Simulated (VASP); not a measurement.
# PbS (e600) (Fm-3m) in VASP: single point with PBEsol

Aim: the single point of PbS (e600) with PBEsol.

All numbers are computed with VASP 6.6.1; they aren't measurements. Logs are shortened: lines on timing, memory, paths and dates and some standing lists are left out, and cuts for length are marked.

### Step 1. The cell of the first run

Symmetry: Fm-3m, No. 225, cubic system. The conventional cell has a = 5.903 Å, b = 5.903 Å, c = 5.903 Å, α = 90.00°, β = 90.00°, γ = 90.00°. Pb (site symmetry m-3m) has 6 S at 2.95 Å within 3.9 Å. S (site symmetry m-3m) has 6 Pb at 2.95 Å within 3.9 Å.

### Step 2. Single point, PBEsol

Input file INCAR:

```
SYSTEM = PbS
PREC = Accurate
ENCUT = 500
EDIFF = 1E-6
ISMEAR = 0
SIGMA = 0.02
LREAL = .FALSE.
LASPH = .TRUE.
NELM = 120
ALGO = Normal
ISIF = 2
LWAVE = .FALSE.
LCHARG = .TRUE.
GGA = PS
LELF = .TRUE.
LVHAR = .TRUE.
NBANDS = 17
GGA_COMPAT = .FALSE.
```

Input file KPOINTS:

```
Automatic mesh
0
G
  10 10 10
  0 0 0
```

Input file POSCAR:

```
PbS
1.0
    0.0000000000      2.9516717168      2.9516717168
    2.9516717168      0.0000000000      2.9516717168
    2.9516717168      2.9516717168      0.0000000000
Pb S
1 1
Direct
    0.5000000000      0.5000000000      0.5000000000
    0.0000000000      0.0000000000      0.0000000000
```

Potentials or basis: VASP PAW PBE potentials, release 64 (Pb_d, S).

Command:

```console
> cat potpaw_PBE.64/Pb_d/POTCAR potpaw_PBE.64/S/POTCAR > POTCAR
> mpirun -np 1 vasp_std > vasp.out
```

OUTCAR:

```text
SYSTEM = PbS
   PREC = Accurate
   ENCUT = 500
   EDIFF = 1E-6
   ISMEAR = 0
   LREAL = .FALSE.
   LASPH = .TRUE.
   NELM = 120
   ISIF = 2
   GGA = PS

 ion  position               nearest neighbor table
   1  0.500  0.500  0.500-   2 2.95   2 2.95   2 2.95   2 2.95   2 2.95   2 2.95
   2  0.000  0.000  0.000-   1 2.95   1 2.95   1 2.95   1 2.95   1 2.95   1 2.95

  LATTYP: Found a face centered cubic cell.
 ALAT       =     5.9033434336

  Lattice vectors:

 A1 = (   0.0000000000,   2.9516717168,   2.9516717168)
 A2 = (   2.9516717168,   0.0000000000,   2.9516717168)
 A3 = (   2.9516717168,   2.9516717168,   0.0000000000)

Analysis of symmetry for initial positions (statically):
=====================================================================
 Subroutine PRICEL returns:
 Original cell was already a primitive cell.

 Routine SETGRP: Setting up the symmetry group for a
 face centered cubic supercell.

 Subroutine GETGRP returns: Found 48 space group operations
 (whereof 48 operations were pure point group operations)
 out of a pool of 48 trial point group operations.

The static configuration has the point symmetry O_h .

Analysis of symmetry for dynamics (positions and initial velocities):
=====================================================================
 Subroutine PRICEL returns:
 Original cell was already a primitive cell.

 Routine SETGRP: Setting up the symmetry group for a
 face centered cubic supercell.

 Subroutine GETGRP returns: Found 48 space group operations
 (whereof 48 operations were pure point group operations)
 out of a pool of 48 trial point group operations.

The dynamic configuration has the point symmetry O_h .

 Subroutine INISYM returns: Found 48 space group operations
 (whereof 48 operations are pure point group operations),
 and found     1 'primitive' translations

----------------------------------------------------------------------------------------

                                     Primitive cell

  volume of cell :      51.4321

  direct lattice vectors                    reciprocal lattice vectors
     0.000000000  2.951671717  2.951671717    -0.169395532  0.169395532  0.169395532
     2.951671717  0.000000000  2.951671717     0.169395532 -0.169395532  0.169395532
     2.951671717  2.951671717  0.000000000     0.169395532  0.169395532 -0.169395532

  length of vectors
     4.174294174  4.174294174  4.174294174     0.293401668  0.293401668  0.293401668

  position of ions in fractional coordinates (direct lattice)
     0.500000000  0.500000000  0.500000000
     0.000000000  0.000000000  0.000000000

  ion indices of the primitive-cell ions
   primitive index   ion index
                 1           1
                 2           2

----------------------------------------------------------------------------------------

 KPOINTS: Automatic mesh

Automatic generation of k-mesh.
 Grid dimensions read from file:
 generate k-points for:   10   10   10

 Generating k-lattice:

  Cartesian coordinates                     Fractional coordinates (reciprocal lattice)
    -0.016939553  0.016939553  0.016939553     0.100000000  0.000000000  0.000000000
     0.016939553 -0.016939553  0.016939553     0.000000000  0.100000000  0.000000000
     0.016939553  0.016939553 -0.016939553     0.000000000  0.000000000  0.100000000

  Length of vectors
     0.029340167  0.029340167  0.029340167

  Shift w.r.t. Gamma in fractional coordinates (k-lattice)
     0.000000000  0.000000000  0.000000000

 Subroutine IBZKPT returns following result:
 ===========================================

 Found     47 irreducible k-points:

 Following reciprocal coordinates:
            Coordinates               Weight
  0.000000  0.000000  0.000000      1.000000
  0.100000  0.000000  0.000000      8.000000
  0.200000  0.000000  0.000000      8.000000
  0.300000  0.000000  0.000000      8.000000
  0.400000  0.000000  0.000000      8.000000
  0.500000  0.000000  0.000000      4.000000
[... 16 lines left out ...]
  0.300000  0.300000  0.000000      6.000000
  0.400000  0.300000  0.000000     24.000000
 [... further k-points ...]
   k-points           NKPTS =     47   k-points in BZ     NKDIM =     47   number of bands    NBANDS=     17
   number of dos      NEDOS =    301   number of ions     NIONS =      2
   total plane-waves  NPLWV =  27000
   dimension x,y,z NGX =    30 NGY =   30 NGZ =   30
   dimension x,y,z NGXF=    60 NGYF=   60 NGZF=   60
   ions per type =               1   1
   NGX,Y,Z   is equivalent  to a cutoff of  11.95, 11.95, 11.95 a.u.
   NGXF,Y,Z  is equivalent  to a cutoff of  23.90, 23.90, 23.90 a.u.
 SYSTEM =  PbS
   PREC   = accura    normal or accurate (medium, high low for compatibility)
   ISTART =      0    job   : 0-new  1-cont  2-samecut
   ICHARG =      2    charge: 1-file 2-atom 10-const
   ISPIN  =      1    spin polarized calculation?
   LNONCOLLINEAR =      F non collinear calculations
   LSORBIT =      F    spin-orbit coupling
   LASPH  =      T    aspherical Exc in radial PAW
   ENCUT  =  500.0 eV  36.75 Ry    6.06 a.u.   7.61  7.61  7.61*2*pi/ulx,y,z
   NELM   =    120;   NELMIN=  2; NELMDL= -5     # of ELM steps
   EDIFF  = 0.1E-05   stopping-criterion for ELM
   LREAL  =      F    real-space projection
   EDIFFG = 0.1E-04   stopping-criterion for IOM
   NSW    =      0    number of steps for IOM
   IBRION =     -1    ionic relax: 0-MD 1-quasi-New 2-CG
   NFREE  =      0    steps in history (QN), initial steepest desc. (CG)
   ISIF   =      2    stress and relaxation
   ISYM   =      2    0-nonsym 1-usesym 2-fastsym
   POTIM  = 0.5000    time-step for ionic-motion
   TEBEG  =    0.0;   TEEND  =   0.0 temperature during run
   PSTRESS=    0.0 pullay stress
   NELECT =      20.0000    total number of electrons
   NUPDOWN=      -1.0000    fix difference up-down
   EMIN   =  10.00;   EMAX   =-10.00  energy-range for DOS
   EFERMI =   0.00;   METHOD = LEGACY
   ISMEAR =     0;   SIGMA  =   0.02  broadening in eV -4-tet -1-fermi 0-gaus
   EFERMI_NEDOS =   21; number of points for ismear=-14 and -15
   IALGO  =     38    algorithm
   IMIX   =      4    mixing-type and parameters
     AMIX     =   0.40;   BMIX     =  1.00
     AMIX_MAG =   1.60;   BMIX_MAG =  1.00
  volume/ion in A,a.u.               =      25.72       173.54
  Fermi-wavevector in a.u.,A,eV,Ry     =   1.194924  2.258078 19.426973  1.427842
  Thomas-Fermi vector in A             =   2.330902
   LORBIT       =      0    0 simple, 1 ext, 2 COOP (PROOUT), +10 PAW based schemes
   GGA     = PS    functional components
   LHFCALC =     F    Hartree Fock is set to
   AEXX    =    0.0000 exact exchange contribution
   IVDW    =     0    specifies the selected vdW correction
   LEPSILON=     F    determine dielectric tensor
   LRPA    =     F    only Hartree local field effects (RPA)
 non-spin polarized calculation
 Gauss-broadening in eV      SIGMA  =   0.02
  energy-cutoff  :      500.00
  volume of cell :       51.43
 maximum number of plane-waves:      1326
   NGX = 15   NGY = 15   NGZ = 15

 number of electron      20.0000006 magnetization

 Free energy of the ion-electron system (eV)
  ---------------------------------------------------
  ext. energy  EPLUGINS =         0.00000000
  ---------------------------------------------------
  free energy    TOTEN  =        -9.45671713 eV

  energy without entropy =       -9.45671713  energy(sigma->0) =       -9.45671713

 E-fermi :   5.9943     XC(G=0):  -9.9540

 val. band max:        5.8949666998   @ k =   0.5000   0.0000   0.0000
 cond. band min:       6.0948146123   @ k =   0.5000   0.0000   0.0000
 fundamental gap:      0.1998479125
 Fermi energy:         5.9942650360

 k-point     1 :       0.0000    0.0000    0.0000
  band No.  band energies     occupation
      1     -10.8898      2.00000
      2     -10.8898      2.00000
      3     -10.8898      2.00000
      4     -10.8769      2.00000
      5     -10.8769      2.00000
      6      -7.8561      2.00000
[... 9 lines left out ...]
     16      12.4856      0.00000
     17      14.2798      0.00000

 k-point     2 :       0.1000    0.0000    0.0000
  band No.  band energies     occupation
      1     -10.8894      2.00000
      2     -10.8877      2.00000
      3     -10.8877      2.00000
      4     -10.8776      2.00000
      5     -10.8776      2.00000
      6      -7.7672      2.00000
[... 9 lines left out ...]
     16      12.7468      0.00000
     17      15.1689      0.00000

 k-point     3 :       0.2000    0.0000    0.0000
  band No.  band energies     occupation
      1     -10.8920      2.00000
      2     -10.8920      2.00000
      3     -10.8885      2.00000
      4     -10.8693      2.00000
      5     -10.8693      2.00000
      6      -7.5116      2.00000
[... 9 lines left out ...]
     16      13.3325      0.00000
     17      16.7952      0.00000

 k-point     4 :       0.3000    0.0000    0.0000
  band No.  band energies     occupation
      1     -10.9016      2.00000
      2     -10.9016      2.00000
      3     -10.8876      2.00000
      4     -10.8547      2.00000
      5     -10.8547      2.00000
      6      -7.1319      2.00000
[... 9 lines left out ...]
     16      14.1926      0.00000
     17      18.1914      0.00000

 k-point     5 :       0.4000    0.0000    0.0000
  band No.  band energies     occupation
      1     -10.9097      2.00000
      2     -10.9097      2.00000
      3     -10.8873      2.00000
      4     -10.8424      2.00000
      5     -10.8424      2.00000
      6      -6.7374      2.00000
[... 9 lines left out ...]
     16      15.2442      0.00000
     17      17.2883      0.00000

 k-point     6 :       0.5000    0.0000    0.0000
  band No.  band energies     occupation
      1     -10.9128      2.00000
      2     -10.9128      2.00000
      3     -10.8872      2.00000
      4     -10.8377      2.00000
      5     -10.8377      2.00000
      6      -6.5505      2.00000
[... 9 lines left out ...]
     16      15.9451      0.00000
     17      16.3742      0.00000

 k-point     7 :       0.1000    0.1000    0.0000
  band No.  band energies     occupation
      1     -10.8925      2.00000
      2     -10.8853      2.00000
      3     -10.8838      2.00000
      4     -10.8838      2.00000
      5     -10.8743      2.00000
      6      -7.7364      2.00000
[... 9 lines left out ...]
     16      13.3139      0.00000
     17      15.0754      0.00000

 k-point     8 :       0.2000    0.1000    0.0000
  band No.  band energies     occupation
      1     -10.8973      2.00000
      2     -10.8926      2.00000
      3     -10.8828      2.00000
      4     -10.8757      2.00000
      5     -10.8667      2.00000
      6      -7.5334      2.00000
[... 9 lines left out ...]
     16      13.9389      0.00000
     17      15.9273      0.00000
[... 203 lines left out ...]
      1     -10.9548      2.00000
      2     -10.8892      2.00000
      3     -10.8852      2.00000
      4     -10.8525      2.00000
      5     -10.8347      2.00000
      6      -6.4075      2.00000
[... 9 lines left out ...]
     16      16.3447      0.00000
     17      16.8847      0.00000

 k-point    20 :      -0.4000    0.2000    0.0000
  band No.  band energies     occupation
      1     -10.9458      2.00000
      2     -10.8953      2.00000
      3     -10.8765      2.00000
      4     -10.8547      2.00000
      5     -10.8404      2.00000
      6      -6.3597      2.00000
[... 9 lines left out ...]
     16      15.2364      0.00000
     17      17.5785      0.00000

 k-point    21 :      -0.3000    0.2000    0.0000
  band No.  band energies     occupation
      1     -10.9287      2.00000
      2     -10.8975      2.00000
      3     -10.8767      2.00000
      4     -10.8543      2.00000
      5     -10.8528      2.00000
      6      -6.6156      2.00000
[... 9 lines left out ...]
     16      15.7601      0.00000
     17      16.9313      0.00000

 k-point    22 :      -0.2000    0.2000    0.0000
  band No.  band energies     occupation
      1     -10.9097      2.00000
      2     -10.8964      2.00000
      3     -10.8831      2.00000
      4     -10.8655      2.00000
      5     -10.8538      2.00000
      6      -6.9922      2.00000
[... 9 lines left out ...]
     16      15.6872      0.00000
     17      16.1106      0.00000

 k-point    23 :       0.3000    0.3000    0.0000
  band No.  band energies     occupation
      1     -10.9713      2.00000
      2     -10.9083      2.00000
      3     -10.8586      2.00000
      4     -10.8473      2.00000
      5     -10.8473      2.00000
      6      -6.8507      2.00000
[... 9 lines left out ...]
     16      16.4182      0.00000
     17      16.7333      0.00000

 k-point    24 :       0.4000    0.3000    0.0000
  band No.  band energies     occupation
      1     -10.9940      2.00000
      2     -10.9083      2.00000
      3     -10.8611      2.00000
      4     -10.8404      2.00000
      5     -10.8357      2.00000
      6      -6.5401      2.00000
[... 9 lines left out ...]
     16      16.8555      0.00000
     17      17.4871      0.00000

 [... further k-points ...]
[... 5 lines left out ...]
  --------------------------------------------------------------------------------------
  -------------------------------------------------------------------------------------
  Total       -0.0201674     -0.0201674     -0.0201674      0.0000000      0.0000000      0.0000000
  in kB       -0.6282414     -0.6282414     -0.6282414      0.0000000      0.0000000      0.0000000
  external PRESSURE =      -0.6282414 kB  Pullay stress =       0.0000000 kB

 VOLUME and BASIS-vectors are now :
 -----------------------------------------------------------------------------
  energy-cutoff  :      500.00
  volume of cell :       51.43
      direct lattice vectors                 reciprocal lattice vectors
     0.000000000  2.951671717  2.951671717    -0.169395532  0.169395532  0.169395532
     2.951671717  0.000000000  2.951671717     0.169395532 -0.169395532  0.169395532
     2.951671717  2.951671717  0.000000000     0.169395532  0.169395532 -0.169395532

 POSITION                                       TOTAL-FORCE (eV/Angst)
 -----------------------------------------------------------------------------------
      2.95167      2.95167      2.95167        -0.000000      0.000000      0.000000
      0.00000      0.00000      0.00000         0.000000     -0.000000     -0.000000
 -----------------------------------------------------------------------------------
    total drift:                                0.000000      0.000000      0.000000

  FREE ENERGIE OF THE ION-ELECTRON SYSTEM (eV)
  ---------------------------------------------------
  free  energy   TOTEN  =        -9.4567171332 eV

  energy  without entropy=       -9.4567171332  energy(sigma->0) =       -9.45671713
```

Wall time 34 s (1 thread of Intel Xeon Platinum 8488C (Sapphire Rapids), shared host); peak memory 0.19 GiB.

What came out:

```
Free energy            : -9.4567 eV
Pressure               : -0.1 GPa
Band gap on the k mesh : 0.20 eV, direct
```

Caveat: the PAW data sets were made with another functional, which shifts forces and pressure a little; spin-orbit coupling is left out, which moves the levels of the heavy elements.
